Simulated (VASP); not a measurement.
Set up this calculation in VASP 6.6.1, as the native input.

- Task: single point
- Functional: LDA
- Potentials or basis: VASP PAW LDA potentials, release 64 (Mn_pv, Si)
- Cutoff: 500 eV
- k mesh: 7 × 7 × 7
- Occupations: fermi-dirac, width 0.1 eV
- Spin: collinear spin, ferromagnetic start
- Starting moments: [2.8, 2.8, 2.8, 0.0] μB
- Dipole correction: no
- Further INCAR settings: ALGO = Normal; EDIFF = 1e-06; NBANDS = 34

The structure of Mn3Si lies in POSCAR:

```
Mn3Si
1.0
    0.0000000000      2.8610000000      2.8610000000
    2.8610000000      0.0000000000      2.8610000000
    2.8610000000      2.8610000000      0.0000000000
Mn Si
3 1
Direct
    0.5000000000      0.5000000000      0.5000000000
    0.2500000000      0.2500000000      0.2500000000
    0.7500000000      0.7500000000      0.7500000000
    0.0000000000      0.0000000000      0.0000000000
```

These files were run (other wordings do the same):

INCAR

```
  PREC = Accurate
  ENCUT = 500
  EDIFF = 1E-6
  ISMEAR = -1
  SIGMA = 0.1
  LREAL = F
  LASPH = T
  NELM = 200
  ALGO = Normal
  ISIF = 2
  LWAVE = F
  LCHARG = F
  ISPIN = 2
  MAGMOM = 2.8 2.8 2.8 0
  LORBIT = 11
  LMAXMIX = 4
  GGA = CA
  NBANDS = 34
  GGA_COMPAT = F
```

KPOINTS

```
Automatic mesh
0
Gamma
  7 7 7
```

Potentials or basis: VASP PAW LDA potentials, release 64 (Mn_pv, Si).

Run with:

```bash
$ cat potpaw_LDA.64/Mn_pv/POTCAR potpaw_LDA.64/Si/POTCAR > POTCAR
$ mpirun -np 1 vasp_std > vasp.out
```

Results of the run:

The pressure is -24.6 GPa. The net moment is 1.22 μB per cell and the site moments are Mn +2.20, -0.53 (each value once); Si +0.03 μB. The valence electrons inside the program's atomic spheres are Mn 11.82, 11.92 (each value once); Si 1.61.

Caveat: the cell stands under tension.

Wall time 2.4 min on 1 thread of AMD EPYC 7R43 64-Core Processor (Zen 3), with other jobs on the host, peak memory 0.14 GiB.
